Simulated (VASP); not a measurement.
# TiC (CsCl type) (Pm-3m) in VASP: single point with PBE

Aim: the single point of TiC (CsCl type) with PBE.

All numbers are computed with VASP 6.6.1; they aren't measurements. Logs are shortened: lines on timing, memory, paths and dates and some standing lists are left out, and cuts for length are marked.

## (1) The cell of the first run

It takes space group Pm-3m (No. 221, cubic). The conventional cell has a = 2.711 Å, b = 2.711 Å, c = 2.711 Å, α = 90.00°, β = 90.00°, γ = 90.00°. Ti (site symmetry m-3m) has 8 C at 2.35 Å and 6 Ti at 2.71 Å within 3.1 Å. Within 3.1 Å of C (site symmetry m-3m) lie 8 Ti at 2.35 Å and 6 C at 2.71 Å.

## (2) Single point, PBE

Input file INCAR:

```
SYSTEM = TiC
PREC = Accurate
ENCUT = 520
EDIFF = 1E-6
ISMEAR = -1
SIGMA = 0.08
LREAL = .FALSE.
LASPH = .TRUE.
NELM = 100
ALGO = Normal
ISIF = 2
LWAVE = .FALSE.
LCHARG = .FALSE.
GGA = PE
NBANDS = 15
```

Input file KPOINTS:

```
regular mesh
0
G
  14 14 14
  0 0 0
```

Input file POSCAR:

```
TiC
1.0
    2.7112596127      0.0000000000      0.0000000000
    0.0000000000      2.7112596127      0.0000000000
    0.0000000000      0.0000000000      2.7112596127
Ti C
1 1
Direct
    0.0000000000      0.0000000000      0.0000000000
    0.5000000000      0.5000000000      0.5000000000
```

Potentials or basis: VASP PAW PBE potentials, release 64 (Ti_sv, C).

The run is started by

```sh
$ cat potpaw_PBE.64/Ti_sv/POTCAR potpaw_PBE.64/C/POTCAR > POTCAR
$ mpirun -np 1 vasp_std > vasp.out
```

OUTCAR:

```text
SYSTEM = TiC
   PREC = Accurate
   ENCUT = 520
   EDIFF = 1E-6
   ISMEAR = -1
   LREAL = .FALSE.
   LASPH = .TRUE.
   NELM = 100
   ISIF = 2
   GGA = PE

 ion  position               nearest neighbor table
   1  0.000  0.000  0.000-   2 2.35   2 2.35   2 2.35   2 2.35   2 2.35   2 2.35   2 2.35   2 2.35

   2  0.500  0.500  0.500-   1 2.35   1 2.35   1 2.35   1 2.35   1 2.35   1 2.35   1 2.35   1 2.35

  LATTYP: Found a simple cubic cell.
 ALAT       =     2.7112596127

  Lattice vectors:

 A1 = (   2.7112596127,   0.0000000000,   0.0000000000)
 A2 = (   0.0000000000,   2.7112596127,   0.0000000000)
 A3 = (   0.0000000000,   0.0000000000,   2.7112596127)

Analysis of symmetry for initial positions (statically):
=====================================================================
 Subroutine PRICEL returns:
 Original cell was already a primitive cell.

 Routine SETGRP: Setting up the symmetry group for a
 simple cubic supercell.

 Subroutine GETGRP returns: Found 48 space group operations
 (whereof 48 operations were pure point group operations)
 out of a pool of 48 trial point group operations.

The static configuration has the point symmetry O_h .

Analysis of symmetry for dynamics (positions and initial velocities):
=====================================================================
 Subroutine PRICEL returns:
 Original cell was already a primitive cell.

 Routine SETGRP: Setting up the symmetry group for a
 simple cubic supercell.

 Subroutine GETGRP returns: Found 48 space group operations
 (whereof 48 operations were pure point group operations)
 out of a pool of 48 trial point group operations.

The dynamic configuration has the point symmetry O_h .

 Subroutine INISYM returns: Found 48 space group operations
 (whereof 48 operations are pure point group operations),
 and found     1 'primitive' translations

----------------------------------------------------------------------------------------

                                     Primitive cell

  volume of cell :      19.9303

  direct lattice vectors                    reciprocal lattice vectors
     2.711259613  0.000000000  0.000000000     0.368832256  0.000000000  0.000000000
     0.000000000  2.711259613  0.000000000     0.000000000  0.368832256  0.000000000
     0.000000000  0.000000000  2.711259613     0.000000000  0.000000000  0.368832256

  length of vectors
     2.711259613  2.711259613  2.711259613     0.368832256  0.368832256  0.368832256

  position of ions in fractional coordinates (direct lattice)
     0.000000000  0.000000000  0.000000000
     0.500000000  0.500000000  0.500000000

  ion indices of the primitive-cell ions
   primitive index   ion index
                 1           1
                 2           2

----------------------------------------------------------------------------------------

 KPOINTS: regular mesh

Automatic generation of k-mesh.
 Grid dimensions read from file:
 generate k-points for:   14   14   14

 Generating k-lattice:

  Cartesian coordinates                     Fractional coordinates (reciprocal lattice)
     0.026345161  0.000000000  0.000000000     0.071428571  0.000000000  0.000000000
     0.000000000  0.026345161  0.000000000     0.000000000  0.071428571  0.000000000
     0.000000000  0.000000000  0.026345161     0.000000000  0.000000000  0.071428571

  Length of vectors
     0.026345161  0.026345161  0.026345161

  Shift w.r.t. Gamma in fractional coordinates (k-lattice)
     0.000000000  0.000000000  0.000000000

 Subroutine IBZKPT returns following result:
 ===========================================

 Found    120 irreducible k-points:

 Following reciprocal coordinates:
            Coordinates               Weight
  0.000000  0.000000  0.000000      1.000000
  0.071429  0.000000  0.000000      6.000000
  0.142857  0.000000  0.000000      6.000000
  0.214286  0.000000  0.000000      6.000000
  0.285714  0.000000  0.000000      6.000000
  0.357143  0.000000  0.000000      6.000000
[... 16 lines left out ...]
  0.285714  0.214286  0.000000     24.000000
  0.357143  0.214286  0.000000     24.000000
 [... further k-points ...]
   k-points           NKPTS =    120   k-points in BZ     NKDIM =    120   number of bands    NBANDS=     15
   number of dos      NEDOS =    301   number of ions     NIONS =      2
   total plane-waves  NPLWV =   8000
   dimension x,y,z NGX =    20 NGY =   20 NGZ =   20
   dimension x,y,z NGXF=    40 NGYF=   40 NGZF=   40
   ions per type =               1   1
   NGX,Y,Z   is equivalent  to a cutoff of  12.26, 12.26, 12.26 a.u.
   NGXF,Y,Z  is equivalent  to a cutoff of  24.53, 24.53, 24.53 a.u.
 SYSTEM =  TiC
   PREC   = accura    normal or accurate (medium, high low for compatibility)
   ISTART =      0    job   : 0-new  1-cont  2-samecut
   ICHARG =      2    charge: 1-file 2-atom 10-const
   ISPIN  =      1    spin polarized calculation?
   LNONCOLLINEAR =      F non collinear calculations
   LSORBIT =      F    spin-orbit coupling
   LASPH  =      T    aspherical Exc in radial PAW
   ENCUT  =  520.0 eV  38.22 Ry    6.18 a.u.   5.04  5.04  5.04*2*pi/ulx,y,z
   NELM   =    100;   NELMIN=  2; NELMDL= -5     # of ELM steps
   EDIFF  = 0.1E-05   stopping-criterion for ELM
   LREAL  =      F    real-space projection
   EDIFFG = 0.1E-04   stopping-criterion for IOM
   NSW    =      0    number of steps for IOM
   IBRION =     -1    ionic relax: 0-MD 1-quasi-New 2-CG
   NFREE  =      0    steps in history (QN), initial steepest desc. (CG)
   ISIF   =      2    stress and relaxation
   ISYM   =      2    0-nonsym 1-usesym 2-fastsym
   POTIM  = 0.5000    time-step for ionic-motion
   TEBEG  =    0.0;   TEEND  =   0.0 temperature during run
   PSTRESS=    0.0 pullay stress
   NELECT =      16.0000    total number of electrons
   NUPDOWN=      -1.0000    fix difference up-down
   EMIN   =  10.00;   EMAX   =-10.00  energy-range for DOS
   EFERMI =   0.00;   METHOD = LEGACY
   ISMEAR =    -1;   SIGMA  =   0.08  broadening in eV -4-tet -1-fermi 0-gaus
   EFERMI_NEDOS =   21; number of points for ismear=-14 and -15
   IALGO  =     38    algorithm
   IMIX   =      4    mixing-type and parameters
     AMIX     =   0.40;   BMIX     =  1.00
     AMIX_MAG =   1.60;   BMIX_MAG =  1.00
  volume/ion in A,a.u.               =       9.97        67.25
  Fermi-wavevector in a.u.,A,eV,Ry     =   1.521518  2.875252 31.497713  2.315017
  Thomas-Fermi vector in A             =   2.630222
   LORBIT       =      0    0 simple, 1 ext, 2 COOP (PROOUT), +10 PAW based schemes
   GGA     = PE    functional components
   LHFCALC =     F    Hartree Fock is set to
   AEXX    =    0.0000 exact exchange contribution
   IVDW    =     0    specifies the selected vdW correction
   LEPSILON=     F    determine dielectric tensor
   LRPA    =     F    only Hartree local field effects (RPA)
 non-spin polarized calculation
  energy-cutoff  :      520.00
  volume of cell :       19.93
 maximum number of plane-waves:       554
   NGX = 11   NGY = 11   NGZ = 11

 number of electron      16.0000007 magnetization

 Free energy of the ion-electron system (eV)
  ---------------------------------------------------
  ext. energy  EPLUGINS =         0.00000000
  ---------------------------------------------------
  free energy    TOTEN  =       -16.39342814 eV

  energy without entropy =      -16.33667851  energy(sigma->0) =      -16.36505332

 E-fermi :  10.0509     XC(G=0): -12.8851

 val. band max:       10.0480924209   @ k =   0.4286   0.3571   0.0714
 cond. band min:      10.0588414272   @ k =   0.4286   0.2857   0.0000
 fundamental gap:      0.0107490062
 Fermi energy:        10.0508614290

 k-point     1 :       0.0000    0.0000    0.0000
  band No.  band energies     occupation
      1     -46.6932      2.00000
      2     -22.5890      2.00000
      3     -22.5890      2.00000
      4     -22.5890      2.00000
      5      -2.9666      2.00000
      6       8.4784      2.00000
      7       8.4784      2.00000
      8      11.5285      0.00000
      9      11.5285      0.00000
     10      11.5285      0.00000
     11      13.3281      0.00000
     12      13.3281      0.00000
     13      13.3281      0.00000
     14      20.2870      0.00000
     15      26.1956      0.00000

 k-point     2 :       0.0714    0.0000    0.0000
  band No.  band energies     occupation
      1     -46.6884      2.00000
      2     -22.6274      2.00000
      3     -22.5855      2.00000
      4     -22.5855      2.00000
      5      -2.8691      2.00000
      6       8.3550      2.00000
      7       8.5178      2.00000
      8      11.2763      0.00000
      9      11.2763      0.00000
     10      11.4884      0.00000
     11      13.3393      0.00000
     12      13.6019      0.00000
     13      13.6019      0.00000
     14      20.4735      0.00000
     15      26.0046      0.00000

 k-point     3 :       0.1429    0.0000    0.0000
  band No.  band energies     occupation
      1     -46.6751      2.00000
      2     -22.7341      2.00000
      3     -22.5755      2.00000
      4     -22.5755      2.00000
      5      -2.5839      2.00000
      6       7.8908      2.00000
      7       8.6304      2.00000
      8      10.7662      0.00026
      9      10.7662      0.00026
     10      11.5625      0.00000
     11      13.3708      0.00000
     12      14.1795      0.00000
     13      14.1795      0.00000
     14      20.9079      0.00000
     15      25.4795      0.00000

 k-point     4 :       0.2143    0.0000    0.0000
  band No.  band energies     occupation
      1     -46.6557      2.00000
      2     -22.8858      2.00000
      3     -22.5611      2.00000
      4     -22.5611      2.00000
      5      -2.1317      2.00000
      6       7.0432      2.00000
      7       8.7998      2.00000
      8      10.2321      0.18814
      9      10.2321      0.18814
     10      11.9749      0.00000
     11      13.4166      0.00000
     12      14.8311      0.00000
     13      14.8311      0.00000
     14      21.3741      0.00000
     15      24.7466      0.00000
[... 307 lines left out ...]
 k-point    22 :       0.2143    0.2143    0.0000
  band No.  band energies     occupation
      1     -46.6190      2.00000
      2     -22.8653      2.00000
      3     -22.8303      2.00000
      4     -22.5346      2.00000
      5      -1.4536      2.00000
      6       7.1529      2.00000
      7       7.6539      2.00000
      8      10.0658      0.90693
      9      10.1690      0.37185
     10      12.7112      0.00000
     11      12.7466      0.00000
     12      14.4690      0.00000
     13      15.4518      0.00000
     14      22.0646      0.00000
     15      25.9171      0.00000

 k-point    23 :       0.2857    0.2143    0.0000
  band No.  band energies     occupation
      1     -46.5978      2.00000
      2     -23.0093      2.00000
      3     -22.8243      2.00000
      4     -22.5194      2.00000
      5      -0.9975      2.00000
      6       6.3583      2.00000
      7       7.7396      2.00000
      8      10.0479      1.01827
      9      10.0911      0.75344
     10      12.6256      0.00000
     11      13.1088      0.00000
     12      14.6344      0.00000
     13      15.5651      0.00000
     14      22.0847      0.00000
     15      25.6958      0.00000

 k-point    24 :       0.3571    0.2143    0.0000
  band No.  band energies     occupation
      1     -46.5786      2.00000
      2     -23.1498      2.00000
      3     -22.8056      2.00000
      4     -22.5056      2.00000
      5      -0.5122      2.00000
      6       5.5071      2.00000
      7       7.9171      2.00000
      8       9.8951      1.75017
      9      10.0157      1.21611
     10      12.6725      0.00000
     11      13.5883      0.00000
     12      14.8844      0.00000
     13      15.5808      0.00000
     14      22.0494      0.00000
     15      24.9247      0.00000

 [... further k-points ...]
[... 5 lines left out ...]
  --------------------------------------------------------------------------------------
  -------------------------------------------------------------------------------------
  Total        0.0216405      0.0216405      0.0216405      0.0000000      0.0000000     -0.0000000
  in kB        1.7396618      1.7396618      1.7396618      0.0000000      0.0000000     -0.0000000
  external PRESSURE =       1.7396618 kB  Pullay stress =       0.0000000 kB

 VOLUME and BASIS-vectors are now :
 -----------------------------------------------------------------------------
  energy-cutoff  :      520.00
  volume of cell :       19.93
      direct lattice vectors                 reciprocal lattice vectors
     2.711259613  0.000000000  0.000000000     0.368832256  0.000000000  0.000000000
     0.000000000  2.711259613  0.000000000     0.000000000  0.368832256  0.000000000
     0.000000000  0.000000000  2.711259613     0.000000000  0.000000000  0.368832256

 POSITION                                       TOTAL-FORCE (eV/Angst)
 -----------------------------------------------------------------------------------
      0.00000      0.00000      0.00000         0.000000      0.000000      0.000000
      1.35563      1.35563      1.35563         0.000000      0.000000      0.000000
 -----------------------------------------------------------------------------------
    total drift:                                0.000000      0.000000      0.000000

  FREE ENERGIE OF THE ION-ELECTRON SYSTEM (eV)
  ---------------------------------------------------
  free  energy   TOTEN  =       -16.3934281387 eV

  energy  without entropy=      -16.3366785077  energy(sigma->0) =      -16.36505332
```

It took 47 s on 1 thread of Intel Xeon 8259CL, shared host; peak memory 0.15 GiB.

What came out:

| Item | Value |
| --- | --- |
| Free energy | -16.3934 eV |
| Pressure | 0.2 GPa |
| Band gap on the k mesh | zero (band 8 reaches 11.53 eV, above the bottom of band 9 at 9.33 eV) |

Levels at points of the mesh, in eV from the Fermi level:
| k point | band 6 | band 7 | band 8 | band 9 | band 10 | band 11 |
| --- | --- | --- | --- | --- | --- | --- |
| (0.00, 0.00, 0.00) | -1.57 | -1.57 | 1.48 | 1.48 | 1.48 | 3.28 |
| (0.50, 0.00, 0.00) | -6.39 | -0.95 | -0.95 | -0.67 | 3.51 | 4.30 |
| (0.50, 0.50, 0.00) | -3.23 | -3.23 | -0.62 | 1.77 | 1.77 | 2.80 |
| (0.50, 0.50, 0.50) | -5.35 | -5.35 | -5.35 | 4.60 | 4.60 | 6.82 |
